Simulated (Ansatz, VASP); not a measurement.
One calculation of Ge2Sb2Te, two programs

```xyz
5
Lattice="4.4393 0.0000 0.0000 -2.2196 3.8445 0.0000 0.0000 0.0000 9.0301" Properties=species:S:1:pos:R:3 pbc="T T T"
Ge    0.0000    0.0000    5.7861
Ge    0.0000    0.0000    3.2441
Sb    0.0000    2.5630    2.0893
Sb    2.2196    1.2815    6.9409
Te    0.0000    0.0000    0.0000
```

Alike in both runs: functional PBE; k mesh 5 × 5 × 2; occupations gaussian, width 0.2 eV; no spin polarisation.

Ansatz relaxed the structure, and its values are those at the end. VASP's run is a single point on that final structure, the one shown.

|  | VASP | Ansatz |
| --- | --- | --- |
| version | VASP 6.6.1 | Ansatz 0.2.0 |
| potentials or method | VASP PAW PBE potentials, release 64 (Ge_d, Sb, Te), cutoff 500 eV | scalar-relativistic, plane waves, PAW |
| valence electrons in the cell | 44 | 74 |

|  | VASP | Ansatz | Ansatz less VASP |
| --- | --- | --- | --- |
| gap on the k mesh at the Fermi level (eV) | none | none | - |
| pressure (GPa) | -0.1 | -0.1 | +0.03 |
| rms of the force components (eV/Å) | 0.020 | 0.018 | -0.0021 |

A gap of «none» marks a metal or a gap that the smearing closes. VASP's potentials hold 44 valence electrons a cell and Ansatz's 74, so a difference there can come from the potentials and not from the codes.

Spin-orbit coupling is off throughout.
